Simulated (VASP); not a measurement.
Crystal: SnO2.

```
Sn O
1.0
     1.61709    0.93363    4.80059
    -1.61709    0.93363    4.80059
     0.00000   -1.86726    4.80059
Sn O
1 2
Cartesian
  0.0632 0.0226 7.1948
  0.0727 -0.0728 11.0148
  -0.0103 -0.0477 3.3368
```

This cell differs from its parent crystal: atoms moved at random.

* Program: VASP 6.6.1
* Task: relaxation of the atoms
* Functional: PBE
* Potentials or basis: VASP PAW PBE potentials, release 64 (Sn_d, O)
* Cutoff: 640 eV
* k mesh: 8 × 8 × 8
* Occupations: gaussian, width 0.03 eV
* Spin: no spin polarisation

At the start: pressure 5.4 GPa; volume 14.50 Å³/atom.

Where does the relaxation end?

Over 10 steps the energy falls by 44.0 meV/atom; space group C2 (No. 5, to 0.1 Å) before, R-3m (No. 166, to 0.1 Å).

Step by step:
```
step  energy change (eV)  largest force (eV/Å)  pressure (GPa)
   1              0.0000                1.7149            5.37
   2             -0.1203                0.5367            1.06
   3             -0.1239                0.3870            1.48
   4             -0.1312                0.0917            0.57
   5             -0.1316                0.0756            0.31
   6             -0.1318                0.0232            0.24
   7             -0.1318                0.0205            0.25
   8             -0.1319                0.0053            0.27
   9             -0.1319                0.0057            0.27
  10             -0.1319                0.0010            0.28
```

Final structure:
```
Sn O
1.0
     1.61709    0.93363    4.80059
    -1.61709    0.93363    4.80059
     0.00000   -1.86726    4.80059
Sn O
1 2
Direct
  0.50581 0.47994 0.51034
  0.76911 0.74318 0.77363
  0.24253 0.21667 0.24706
```

Caveat: the cell differs from its parent crystal (atoms moved at random).
